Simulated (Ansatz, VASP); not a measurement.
CdF2: VASP beside Ansatz

File INCAR:

```
SYSTEM = CdF2
ALGO = Normal
EDIFF = 1E-6
ENCUT = 700
GGA = PE
GGA_COMPAT = .False.
ISIF = 2
ISMEAR = 0
LASPH = .True.
LCHARG = .False.
LREAL = .False.
LWAVE = .False.
NBANDS = 24
NELM = 120
PREC = Accurate
SIGMA = 0.05
```

KPOINTS

```
k-points
0
Gamma
  8 8 8
  0 0 0
```

POSCAR

```
CdF2
1.0
    0.0000000000      2.6940000000      2.6940000000
    2.4919500000      0.0000000000      2.6940000000
    2.4919500000      2.6940000000      0.0000000000
Cd F
1 2
Direct
    0.0000000000      0.0000000000      0.0000000000
    0.2500000000      0.2500000000      0.2500000000
    0.7500000000      0.7500000000      0.7500000000
```

Input for Ansatz:

```yaml
crystal:
  lattice:
    - [0.0, 2.694, 2.694]
    - [2.49195, 0.0, 2.694]
    - [2.49195, 2.694, 0.0]
  atoms:
    - { symbol: Cd, position: [0.0, 0.0, 0.0] }
    - { symbol: F, position: [0.25, 0.25, 0.25] }
    - { symbol: F, position: [0.75, 0.75, 0.75] }
basis:
  ecutwfc: 420
kpoints:
  mp_grid: { grid: [8, 8, 8] }
hamiltonian:
  xc: pbe
scf:
  occupations: { method: gaussian, width: 0.05 }
output:
  forces: true
  stress: true
  eigenvalues: true
```

Change from the starting cell: strain -0.0750 x Voigt [1, 0, 0, 0, 0, 0], atoms carried along.

Alike in both runs: task single point; functional PBE; k mesh 8 × 8 × 8; occupations gaussian, width 0.05 eV; no spin polarisation.

|  | VASP | Ansatz |
| --- | --- | --- |
| version | VASP 6.6.1 | Ansatz 0.2.0 |
| potentials or method | VASP PAW PBE potentials, release 64 (Cd_sv_GW, F), cutoff 700 eV | scalar-relativistic, plane waves, PAW |
| valence electrons in the cell | 34 | 34 |

VASP gave:

```
gap on the k mesh at the Fermi level (eV)                     : 3.19
least direct gap on the mesh (eV)                             : 3.63
pressure (GPa)                                                : 16.0
traceless stress, the component that is largest in VASP (GPa) : 6.28
```

Which values does Ansatz return?

gap on the k mesh at the Fermi level (eV): 3.20; least direct gap on the mesh (eV): 3.64; pressure (GPa): 16.4; traceless stress, the component that is largest in VASP (GPa): 6.27.
